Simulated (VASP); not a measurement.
The system is Au.

```
Au
1.0
     2.90000    0.00000    0.00000
    -1.45000    2.51147    0.00000
     0.00000    0.00000    4.88000
Au
2
Direct
  0.33333 0.66667 0.75000
  0.66667 0.33333 0.25000
```

Base run:

- Program: VASP 6.6.1
- Functional: PBEsol
- Potentials or basis: VASP PAW PBE potentials, release 64 (Au_sv_GW)
- Cutoff: 400 eV
- k mesh: 14 × 14 × 8
- Occupations: fermi-dirac, width 0.03 eV
- Spin: no spin polarisation

Its results: band gap on the k mesh zero (band 19 reaches 11.72 eV, above the bottom of band 20 at 5.40 eV); pressure -10.2 GPa.

Q: The run is repeated on the same cell with these changes: potentials or basis from VASP PAW PBE potentials, release 64 (Au_sv_GW) to VASP PAW PBE potentials, release 64 (Au); cutoff from 400 eV to 520 eV; further incar settings from ALGO = Normal; EDIFF = 1e-08; NBANDS = 26 to ALGO = Normal; EDIFF = 1e-08; NBANDS = 18; valence electrons from 38 to 22. What comes out?

A: Band gap on the k mesh zero (band 11 reaches 12.33 eV, above the bottom of band 12 at 6.03 eV); pressure -6.6 GPa.

Caveats: the PAW data sets were made with another functional, which shifts forces and pressure a little; spin-orbit coupling is left out, which moves the levels of the heavy elements.
